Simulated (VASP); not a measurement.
Input of a VASP 6.6.1 run:

INCAR

```
SYSTEM = Te
ALGO = Normal
EDIFF = 1E-7
ENCUT = 520
GGA = PE
ISIF = 2
ISMEAR = 0
LASPH = .True.
LCHARG = .False.
LREAL = .False.
LWAVE = .False.
NBANDS = 16
NELM = 80
PREC = Accurate
SIGMA = 0.05
```

Contents of KPOINTS:

```
k-points
0
Gamma
  10 10 8
  0 0 0
```

File POSCAR:

```
Te
1.0
    4.5238022604      0.0000000000      0.0000000000
   -2.2619011302      3.9177276792      0.0000000000
    0.0000000000      0.0000000000      5.9483783223
Te
3
Direct
    0.2681958980      0.0000000000      0.8333333333
    0.0000000000      0.2681958980      0.1666666667
    0.7318041020      0.7318041020      0.5000000000
```

Potentials or basis: VASP PAW PBE potentials, release 64 (Te).

Launch:

```sh
$ cat potpaw_PBE.64/Te/POTCAR > POTCAR
$ mpirun -np 1 vasp_std > vasp.out
```

(1) What does it give for the pressure?

(2) Estimate the largest force.

(3) What does it give for the band gap on the k mesh?

Results:

(1) 0.0 GPa.

(2) 0.006 eV/Å.

(3) 0.53 eV (least direct gap 0.64 eV).

Caveat: spin-orbit coupling is left out, which moves the levels of the heavy elements.
